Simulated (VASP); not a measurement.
Set up this calculation in VASP 6.6.1, as the native input.

```
Task                   : single point
Functional             : PBEsol
Potentials or basis    : VASP PAW PBE potentials, release 64 (Ge_d)
Cutoff                 : 520 eV
k mesh                 : 7 × 7 × 7
Occupations            : fermi-dirac, width 0.05 eV
Spin                   : no spin polarisation
Dipole correction      : no
Further INCAR settings : ALGO = Normal; EDIFF = 1e-06; NBANDS = 36
```

The structure of Ge lies in POSCAR:

```
Ge
1.0
    0.0000000000      2.8335662243      4.9061504937
    2.5795114270      0.0000000000      4.9061504937
    2.5795114270      2.8335662243      0.0000000000
Ge
4
Direct
    0.7271890567      0.2728109433      0.7271890567
    0.2728109433      0.7271890567      0.2728109433
    0.2248015794      0.2248015794      0.7751984206
    0.7751984206      0.7751984206      0.2248015794
```

One way to write it, as run:

INCAR

```
ALGO     = Normal         # electronic algorithm
EDIFF    = 1E-6           # SCF threshold, eV
ENCUT    = 520            # plane-wave cutoff, eV
GGA      = PS             # functional
ISIF     = 2              # what is computed and relaxed
ISMEAR   = -1             # smearing method
LASPH    = T              # aspherical terms in the spheres
LCHARG   = F              # write CHGCAR
LREAL    = F              # projectors in reciprocal space
LWAVE    = F              # write WAVECAR
NBANDS   = 36             # bands
NELM     = 80             # most SCF steps
PREC     = Accurate       # precision mode
SIGMA    = 0.05           # smearing width, eV
```

KPOINTS

```
k-points
0
Gamma
  7 7 7
```

Potentials or basis: VASP PAW PBE potentials, release 64 (Ge_d).

The run is started by

```console
$ cat potpaw_PBE.64/Ge_d/POTCAR > POTCAR
$ mpirun -np 1 vasp_std > vasp.out
```

Results of the run:

```
Pressure               : 1.8 GPa
Band gap on the k mesh : zero (band 28 reaches 8.12 eV, above the bottom of band 29 at 5.11 eV)
```

Caveat: the PAW data sets were made with another functional, which shifts forces and pressure a little.

Run time: 2 min on 1 thread of Intel(R) Xeon(R) Platinum 8488C (Sapphire Rapids), with other jobs on the host, peak memory 0.27 GiB.
